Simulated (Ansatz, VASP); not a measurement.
**One calculation of KBr, two programs**

```
CELL_PARAMETERS angstrom
0.00000 3.33527 3.29664
3.33527 0.00000 3.29664
3.33527 3.33527 0.00000
ATOMIC_POSITIONS crystal
K 0.00000 0.00000 0.00000
Br 0.50000 0.50000 0.50000
```

Change from the starting cell: epitaxial_xy strain +1.0%.

Alike in both runs: task single point; functional r2SCAN; k mesh 6 × 6 × 6; no spin polarisation.

|  | VASP | Ansatz |
| --- | --- | --- |
| version | VASP 6.6.1 | Ansatz 0.2.0 |
| potentials or method | VASP PAW PBE potentials, release 64 (K_sv, Br) | plane waves, PAW |
| plane-wave cutoff (eV) | 520 | 500 |
| occupations | gaussian, width 0.01 eV | fixed |
| valence electrons in the cell | 16 | 16 |

```csv
,VASP,Ansatz,Ansatz less VASP
gap on the k mesh at the Fermi level (eV),5.02,5.02,-0.002
pressure (GPa),-0.2,-0.2,+0.01
"traceless stress, the component that is largest in VASP (GPa)",0.25,0.25,-0.003
```

VASP's potentials were made for PBE, not for r2SCAN.
